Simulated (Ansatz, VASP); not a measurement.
IrRu: VASP beside Ansatz

```xyz
2
Lattice="2.5642 0.0000 0.0000 -1.2821 2.2207 0.0000 0.0000 0.0000 4.8904" Properties=species:S:1:pos:R:3 pbc="T T T"
Ru    1.2821    0.7402    0.0000
Ir    0.0000    0.0000    2.4452
```

Alike in both runs: task single point; functional LDA; k mesh 24 × 24 × 12; occupations gaussian, width 0.15 eV; no spin polarisation.

|  | VASP | Ansatz |
| --- | --- | --- |
| version | VASP 6.6.1 | Ansatz 0.2.0 |
| potentials or method | VASP PAW LDA potentials, release 64 (Ru_pv, Ir), cutoff 520 eV | scalar-relativistic, plane waves, PAW |
| valence electrons in the cell | 23 | 33 |

|  | VASP | Ansatz | Ansatz less VASP |
| --- | --- | --- | --- |
| gap on the k mesh at the Fermi level (eV) | none | none | - |
| pressure (GPa) | 2.8 | 1.1 | -1.71 |
| traceless stress, the component that is largest in VASP (GPa) | -46.96 | -46.42 | +0.543 |

LDA's correlation is that of Perdew and Zunger in VASP and of Perdew and Wang (1992) in Ansatz. A gap of «none» marks a metal or a gap that the smearing closes. VASP's potentials hold 23 valence electrons a cell and Ansatz's 33, so a difference there can come from the potentials and not from the codes.

Neither program's run includes spin-orbit coupling.
